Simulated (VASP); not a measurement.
Here is a VASP 6.6.1 calculation.

INCAR

```
PREC = Accurate
ENCUT = 520
EDIFF = 1E-6
ISMEAR = 0
SIGMA = 0.01
LREAL = False
LASPH = True
NELM = 60
ALGO = Normal
ISIF = 2
LWAVE = False
LCHARG = False
GGA = PE
NBANDS = 15
```

The input KPOINTS:

```
regular mesh
0
Gamma
  4 4 4
```

POSCAR

```
KF
1.0
    0.0000000000      2.9354015259      2.9354015259
    2.9354015259      0.0000000000      2.9354015259
    2.9354015259      2.9354015259      0.0000000000
K F
1 1
Direct
    0.0000000000      0.0000000000      0.0000000000
    0.2500000000      0.2500000000      0.2500000000
```

Potentials or basis: VASP PAW PBE potentials, release 64 (K_sv, F).

Launch:

```console
$ cat potpaw_PBE.64/K_sv/POTCAR potpaw_PBE.64/F/POTCAR > POTCAR
$ mpirun -np 1 vasp_std > vasp.out
```

Problem. Estimate the pressure.

Solution. 0.9 GPa.

Problem. What does it give for the band gap on the k mesh?

Solution. 5.16 eV, indirect (least direct gap 5.37 eV).

Caveat: the k points lie up to 0.46 Å⁻¹ apart. A k mesh can miss the band edges.
